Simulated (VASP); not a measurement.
A run of VASP 6.6.1 is set up as follows.

The input INCAR:

```
SYSTEM = Hf2SnS2
PREC     = Accurate       ! precision mode
ENCUT    = 600            ! plane-wave cutoff, eV
EDIFF    = 1E-6           ! SCF threshold, eV
ISMEAR   = 0              ! smearing method
SIGMA    = 0.1            ! smearing width, eV
LREAL    = .FALSE.        ! projectors in reciprocal space
LASPH    = .TRUE.         ! aspherical terms in the spheres
NELM     = 100            ! most SCF steps
ALGO     = Normal         ! electronic algorithm
ISIF     = 3              ! what is computed and relaxed
LWAVE    = .FALSE.        ! write WAVECAR
LCHARG   = .FALSE.        ! write CHGCAR
GGA      = PE             ! functional
IBRION   = 2              ! ionic algorithm
NSW      = 90             ! ionic steps
EDIFFG   = -0.04          ! ionic threshold
```

The input KPOINTS:

```
Automatic mesh
0
G
  6 6 4
  0 0 0
```

The input POSCAR:

```
Hf2SnS2
1.0
    4.3258632500      0.0000000000      0.0000000000
   -2.1629316300      3.7463074700      0.0000000000
    0.0000000000      0.0000000000      7.0774296600
Hf Sn S
2 1 2
Direct
    0.3333333300      0.6666666700      0.6330999700
    0.6666666700      0.3333333300      0.3669000300
    0.0000000000      0.0000000000      0.0000000000
    0.3333333300      0.6666666700      0.2381999900
    0.6666666700      0.3333333300      0.7618000100
```

Potentials or basis: VASP PAW PBE potentials, release 64 (Hf_pv, Sn_d, S).

Run with:

```sh
$ cat potpaw_PBE.64/Hf_pv/POTCAR potpaw_PBE.64/Sn_d/POTCAR potpaw_PBE.64/S/POTCAR > POTCAR
$ mpirun -np 1 vasp_std > vasp.out
```

Question: Predict the space group after relaxing (to 0.1 Å).

Answer: P-3m1 (No. 164).

Question: Estimate the band gap on the k mesh.

Answer: Zero (bands 23 and 24 overlap by 0.56 eV).

Question: Estimate the relaxed volume.

Answer: 21.87 Å³/atom.

Question: Predict the relaxed cell.

Answer: a = 4.122 Å, b = 4.122 Å, c = 7.433 Å, α = 90.00°, β = 90.00°, γ = 120.00°.

Final structure:
```cif
data_structure
_symmetry_space_group_name_H-M 'P 1'
_symmetry_Int_Tables_number 1
_cell_length_a 4.1216
_cell_length_b 4.1216
_cell_length_c 7.4334
_cell_angle_alpha 90.000
_cell_angle_beta 90.000
_cell_angle_gamma 120.000
_cell_volume 109.36
loop_
_atom_site_label
_atom_site_type_symbol
_atom_site_fract_x
_atom_site_fract_y
_atom_site_fract_z
_atom_site_occupancy
Hf1 Hf 0.33333 0.66667 0.74850 1
Hf2 Hf 0.66667 0.33333 0.25150 1
Sn1 Sn 0.00000 0.00000 0.00000 1
S1 S 0.33333 0.66667 0.37648 1
S2 S 0.66667 0.33333 0.62352 1
```

Caveat: spin-orbit coupling is left out, which moves the levels of the heavy elements.
